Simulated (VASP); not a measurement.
Here is a VASP 6.6.1 calculation.

POSCAR

```
Ga
1.0
    0.0000000000      2.0770707132      2.0770707132
    2.0770707132      0.0000000000      2.0770707132
    2.0770707132      2.0770707132      0.0000000000
Ga
1
Direct
    0.0000000000      0.0000000000      0.0000000000
```

Contents of INCAR.step1:

```
  ALGO = Normal
  EDIFF = 1E-4
  ENCUT = 520
  GGA = PE
  ISMEAR = -1
  LASPH = T
  LCHARG = F
  LREAL = F
  LWAVE = T
  NBANDS = 12
  NELM = 80
  PREC = Accurate
  SIGMA = 0.1
```

File INCAR.step2:

```
  ALGO = Normal
  EDIFF = 1E-6
  ENCUT = 520
  ISIF = 2
  ISMEAR = -1
  ISTART = 1
  LASPH = T
  LCHARG = F
  LMIXTAU = T
  LREAL = F
  LWAVE = F
  METAGGA = R2SCAN
  NBANDS = 12
  NELM = 80
  PREC = Accurate
  SIGMA = 0.1
```

Contents of KPOINTS:

```
k-points
0
Gamma
  15 15 15
```

Potentials or basis: VASP PAW PBE potentials, release 64 (Ga_d).

Launch:

```console
$ cat potpaw_PBE.64/Ga_d/POTCAR > POTCAR
$ cp INCAR.step1 INCAR
$ mpirun -np 1 vasp_std > vasp.out
$ cp INCAR.step2 INCAR
$ mpirun -np 1 vasp_std > vasp.out
```

Problem. Predict the pressure.

Solution. -0.4 GPa.

Caveat: the PAW data sets were made with another functional, which shifts forces and pressure a little.
